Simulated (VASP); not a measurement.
Input of a VASP 6.6.1 run:

The input INCAR:

```
SYSTEM = MgCdS4
ALGO = Normal
EDIFF = 1E-6
ENCUT = 520
GGA = PE
ISIF = 2
ISMEAR = 0
LASPH = .TRUE.
LCHARG = .FALSE.
LREAL = .FALSE.
LWAVE = .FALSE.
NBANDS = 28
NELM = 80
PREC = Accurate
SIGMA = 0.1
```

KPOINTS

```
k-points
0
G
  4 4 4
  0 0 0
```

POSCAR

```
MgCdS4
1.0
    4.8432776900      0.0000000000      0.0000000000
    0.0000000000      4.8432776900      0.0000000000
    0.0000000000      0.0000000000      6.9116011000
Mg Cd S
1 1 4
Direct
    0.5000000000      0.5000000000      0.5000000000
    0.0000000000      0.0000000000      0.0000000000
    0.5000000000      0.0000000000      0.7628759100
    0.0000000000      0.5000000000      0.2371240900
    0.5000000000      0.0000000000      0.2371240900
    0.0000000000      0.5000000000      0.7628759100
```

Potentials or basis: VASP PAW PBE potentials, release 64 (Mg, Cd, S).

Launch:

```bash
$ cat potpaw_PBE.64/Mg/POTCAR potpaw_PBE.64/Cd/POTCAR potpaw_PBE.64/S/POTCAR > POTCAR
$ mpirun -np 1 vasp_std > vasp.out
```

(1) Predict the band gap on the k mesh.

(2) Estimate the largest force.

## Answers

(1) zero (band 19 reaches 1.59 eV, above the bottom of band 20 at 0.08 eV).

(2) 0.324 eV/Å.
